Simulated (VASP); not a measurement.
Input of a VASP 6.6.1 run:

Contents of INCAR:

```
SYSTEM = KBr
  PREC = Accurate
  ENCUT = 520
  EDIFF = 1E-6
  ISMEAR = 0
  SIGMA = 0.05
  LREAL = .FALSE.
  LASPH = .TRUE.
  NELM = 100
  ALGO = Normal
  ISIF = 2
  LWAVE = .FALSE.
  LCHARG = .FALSE.
  GGA = PE
  NBANDS = 15
```

Contents of KPOINTS:

```
Automatic mesh
0
G
  10 10 10
  0 0 0
```

POSCAR

```
KBr
1.0
    0.0000000000      3.3748770605      3.3748770605
    3.3748770605      0.0000000000      3.3748770605
    3.3748770605      3.3748770605      0.0000000000
K Br
1 1
Direct
    0.0000000000      0.0000000000      0.0000000000
    0.5000000000      0.5000000000      0.5000000000
```

Potentials or basis: VASP PAW PBE potentials, release 64 (K_sv, Br).

Launch:

```console
$ cat potpaw_PBE.64/K_sv/POTCAR potpaw_PBE.64/Br/POTCAR > POTCAR
$ mpirun -np 1 vasp_std > vasp.out
```

Problem. Estimate the pressure.

Solution. -0.2 GPa.

Problem. Estimate the band gap on the k mesh.

Solution. 4.26 eV, direct.

 A k mesh can miss the band edges.
